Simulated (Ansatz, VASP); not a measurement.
**SiC: VASP beside Ansatz**

```
Si C
1.0
     3.09194    0.00000    0.00000
    -1.54597    2.67770    0.00000
     0.00000    0.00000    5.17578
Si C
2 2
Direct
  0.33333 0.66667 0.49958
  0.66667 0.33333 0.99958
  0.33333 0.66667 0.87542
  0.66667 0.33333 0.37542
```

Change from the starting cell: strain along c alone, the other axes held, atoms relaxed: +2.0 %.

Alike in both runs: task relaxation of the atoms; functional PBE; k mesh 12 × 12 × 6; occupations gaussian, width 0.02 eV; no spin polarisation.

```csv
,VASP,Ansatz
version,VASP 6.6.1,Ansatz 0.2.0
potentials or method,"VASP PAW PBE potentials, release 64 (Si, C), cutoff 520 eV","scalar-relativistic, plane waves, PAW"
valence electrons in the cell,16,16
```

```tsv
	VASP	Ansatz	Ansatz less VASP
gap on the k mesh at the Fermi level, each at its own relaxed structure (eV)	2.21	2.21	+0.003
```

Ansatz's warnings: stress scf threshold loose.
